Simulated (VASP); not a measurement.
Set up this calculation in VASP 6.6.1, as the native input.

* Task: single point
* Functional: PBEsol
* Potentials or basis: VASP PAW PBE potentials, release 64 (W_sv)
* Cutoff: 520 eV
* k mesh: 12 × 9 × 24
* Occupations: gaussian, width 0.1 eV
* Spin: no spin polarisation
* Dipole correction: no
* Further INCAR settings: ALGO = Fast; EDIFF = 1e-07; NBANDS = 13; ISYM = 0

The structure of W lies in POSCAR:

```
W
1.0
    2.8270069245      0.0000000000      0.0000000000
    0.0000000000      3.9979915336      0.0000000000
    1.4135034623      1.9989957668      1.4135034623
W
1
Direct
    0.0000000000      0.0000000000      0.0000000000
```

One way to write it, as run:

INCAR

```
SYSTEM = W
  ALGO = Fast
  EDIFF = 1E-7
  ENCUT = 520
  GGA = PS
  ISIF = 2
  ISMEAR = 0
  ISYM = 0
  LASPH = .True.
  LCHARG = .False.
  LREAL = .False.
  LWAVE = .False.
  NBANDS = 13
  NELM = 60
  PREC = Accurate
  SIGMA = 0.1
```

KPOINTS

```
k-points
0
Gamma
  12 9 24
  0 0 0
```

Potentials or basis: VASP PAW PBE potentials, release 64 (W_sv).

The run is started by

```sh
$ cat potpaw_PBE.64/W_sv/POTCAR > POTCAR
$ mpirun -np 1 vasp_std > vasp.out
```

It gave:

* Pressure: 0.6 GPa
* Band gap on the k mesh: zero (band 7 reaches 13.91 eV, above the bottom of band 8 at 10.10 eV)

Caveat: the PAW data sets were made with another functional, which shifts forces and pressure a little; spin-orbit coupling is left out, which moves the levels of the heavy elements.

It used 600 s of CPU time on 1 thread of AMD EPYC 7R13 Processor (Zen 3) (shared host).
